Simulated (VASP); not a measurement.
Write the native input for VASP 6.6.1 that does the following.

* Task: relaxation of cell and atoms
* Functional: PBE
* Potentials or basis: VASP PAW PBE potentials, release 64 (Li_sv, H)
* Cutoff: 600 eV
* k mesh: 24 × 24 × 14
* Occupations: gaussian, width 0.1 eV
* Spin: no spin polarisation
* Dipole correction: no
* Further INCAR settings: ALGO = Normal; EDIFF = 1e-06; IBRION = 2; EDIFFG = -0.01; NSW = 100; ISIF = 3

The structure of LiH lies in POSCAR:

```
LiH
1.0
    1.4023181900     -1.9808826400      0.0000000000
    1.4023181900      1.9808826400      0.0000000000
    0.0000000000      0.0000000000      3.9701870800
Li H
1 1
Direct
    0.5000000000      0.5000000000      0.5000000000
    0.0000000000      0.0000000000      0.0000000000
```

The cell was generated, and may not be a known phase.

One way to write it, as run:

INCAR

```
SYSTEM = LiH
  ALGO = Normal
  EDIFF = 1E-6
  EDIFFG = -0.01
  ENCUT = 600
  GGA = PE
  IBRION = 2
  ISIF = 3
  ISMEAR = 0
  LASPH = .True.
  LCHARG = .False.
  LREAL = .False.
  LWAVE = .False.
  NELM = 60
  NSW = 100
  PREC = Accurate
  SIGMA = 0.1
```

KPOINTS

```
k-points
0
Gamma
  24 24 14
  0 0 0
```

Potentials or basis: VASP PAW PBE potentials, release 64 (Li_sv, H).

Run with:

```bash
$ cat potpaw_PBE.64/Li_sv/POTCAR potpaw_PBE.64/H/POTCAR > POTCAR
$ mpirun -np 1 vasp_std > vasp.out
```

It gave:

The relaxed volume is 9.00 Å³/atom. The relaxed cell is a = 2.838 Å, b = 2.838 Å, c = 2.603 Å, α = 90.00°, β = 90.00°, γ = 120.80° and the space group after relaxing (to 0.1 Å) is Cmmm (No. 65). The energy gained by relaxing is 792.7 meV/atom and the ionic steps are 16. The pressure after relaxing is 0.0 GPa. The band gap on the k mesh is 0.16 eV (least direct gap 2.59 eV).

Caveat: the cutoff is under 1.25 times the usual one of these potentials, so pressure, stress and relaxed cells hold a basis-set (Pulay) error; the volume moved by over 15 % at a fixed basis, so the end points are rough.

Run time: 20 min on 1 thread of Intel(R) Xeon(R) Platinum 8259CL CPU @ 2.50GHz (Skylake/Cascade Lake), on a shared host, peak memory 0.31 GiB.
